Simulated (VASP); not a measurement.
NaScSe2, 8 atoms in the cell. The structure is tetragonal, space group I4_1/amd (No. 141). Conventional cell: a = 5.588 Å, b = 5.588 Å, c = 11.503 Å, α = 90.00°, β = 90.00°, γ = 90.00°. Na (site symmetry -4m2) has 6 Se at 2.80 to 3.08 Å within 3.7 Å. Se (site symmetry 2mm) has 3 Sc at 2.67 to 2.80 Å and 3 Na at 2.80 to 3.08 Å within 3.5 Å. Sc (site symmetry -4m2) has 6 Se at 2.67 to 2.80 Å within 3.5 Å. 

```yaml
Program: VASP 6.6.1
Task: single point
Functional: r2SCAN
Potentials_or_basis: VASP PAW PBE potentials, release 64 (Na_pv, Se, Sc_sv)
Cutoff: 520 eV
k_mesh: 6 × 6 × 6
Occupations: gaussian, width 0.01 eV
Spin: no spin polarisation
Dipole_correction: no
Further_INCAR_settings: ALGO = Normal; EDIFF = 1e-06; NBANDS = 40
```

Potentials or basis: VASP PAW PBE potentials, release 64 (Na_pv, Se, Sc_sv).

Launch:

```bash
$ cat potpaw_PBE.64/Na_pv/POTCAR potpaw_PBE.64/Se/POTCAR potpaw_PBE.64/Sc_sv/POTCAR > POTCAR
$ cp INCAR.step1 INCAR
$ mpirun -np 1 vasp_std > vasp.out
$ cp INCAR.step2 INCAR
$ mpirun -np 1 vasp_std > vasp.out
```

Hardware: 1 thread of Intel(R) Xeon(R) 6975P-C (Granite Rapids), with other jobs on the host.

How long does it take, and how much memory?

Run time: 13 min on 1 thread of Intel(R) Xeon(R) 6975P-C (Granite Rapids), on a shared host, peak memory 0.56 GiB. Counts: k points 30.
